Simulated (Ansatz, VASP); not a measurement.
# P: VASP beside Ansatz

The input INCAR:

```
PREC = Accurate
ENCUT = 520
EDIFF = 1E-6
ISMEAR = 0
SIGMA = 0.05
LREAL = False
LASPH = True
NELM = 100
ALGO = Normal
ISIF = 2
LWAVE = False
LCHARG = False
GGA = PS
NBANDS = 18
```

KPOINTS

```
regular mesh
0
Gamma
  8 1 6
```

The input POSCAR:

```
P
1.0
    3.3822395516      0.0000000000      0.0000000000
    0.0000000000     35.9027419197      0.0000000000
    0.0000000000      0.0000000000      4.7015659806
P
4
Direct
    0.0000000000      0.9702614300      0.5921507200
    0.0000000000      0.0297385700      0.4078492800
    0.5000000000      0.0297385700      0.0921507200
    0.5000000000      0.9702614300      0.9078492800
```

Input for Ansatz:

```yaml
crystal:
  lattice:
    - [3.3822395516, 0.0, 0.0]
    - [0.0, 35.9027419197, 0.0]
    - [0.0, 0.0, 4.7015659806]
  atoms:
    - { symbol: P, position: [0.0, 0.97026143, 0.59215072] }
    - { symbol: P, position: [0.0, 0.02973857, 0.40784928] }
    - { symbol: P, position: [0.5, 0.02973857, 0.09215072] }
    - { symbol: P, position: [0.5, 0.97026143, 0.90784928] }
basis:
  ecutwfc: 420
kpoints:
  mp_grid: { grid: [8, 1, 6] }
hamiltonian:
  xc: pbesol
scf:
  occupations: { method: gaussian, width: 0.05 }
output:
  forces: true
  stress: true
  eigenvalues: true
```

Change from the starting cell: strain +0.030 along x and y, +0.015 along z, atoms carried along.

Alike in both runs: task single point; functional PBEsol; k mesh 8 × 1 × 6; occupations gaussian, width 0.05 eV; no spin polarisation.

|  | VASP | Ansatz |
| --- | --- | --- |
| version | VASP 6.6.1 | Ansatz 0.2.0 |
| potentials or method | VASP PAW PBE potentials, release 64 (P), cutoff 520 eV | scalar-relativistic, plane waves, PAW |
| valence electrons in the cell | 20 | 20 |

Ansatz gave:

| Quantity | Value |
| --- | --- |
| gap on the k mesh at the Fermi level (eV) | 0.85 |
| least direct gap on the mesh (eV) | 0.85 |
| rms of the force components (eV/Å) | 0.254 |

Question: Estimate VASP's values.

Answer: gap on the k mesh at the Fermi level (eV): 0.87; least direct gap on the mesh (eV): 0.87; rms of the force components (eV/Å): 0.261.

VASP's potentials were made for PBE, not for PBEsol. Atom by atom the forces differ by 0.010 eV/Å (rms over components). With one functional, cell and mesh, what is left measures potentials, basis and numerics.
